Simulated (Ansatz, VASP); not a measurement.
## One calculation of Ag, two programs

```
Ag
1.0
     2.89399    0.00000    0.00000
    -1.44699    2.50627    0.00000
     0.00000    0.00000   28.60418
Ag
3
Cartesian
  0.0000 0.0000 7.0000
  1.4470 0.8354 9.3692
  0.0000 1.6708 11.7181
```

Alike in both runs: task single point; functional PBE; dispersion D3(BJ); k mesh 15 × 15 × 1; occupations methfessel-paxton of order 1, width 0.1 eV; no spin polarisation.

|  | VASP | Ansatz |
| --- | --- | --- |
| version | VASP 6.6.1 | Ansatz 0.2.0 |
| potentials or method | VASP PAW PBE potentials, release 64 (Ag), cutoff 400 eV | scalar-relativistic, plane waves, PAW |
| valence electrons in the cell | 33 | 57 |

|  | VASP | Ansatz | Ansatz less VASP |
| --- | --- | --- | --- |
| gap on the k mesh at the Fermi level (eV) | none | none | - |
| rms of the force components (eV/Å) | 0.025 | 0.025 | +0.0003 |

Atom by atom the forces differ by 0.003 eV/Å (rms over components). A gap of «none» marks a metal or a gap that the smearing closes. VASP's potentials hold 33 valence electrons a cell and Ansatz's 57, so a difference there can come from the potentials and not from the codes.
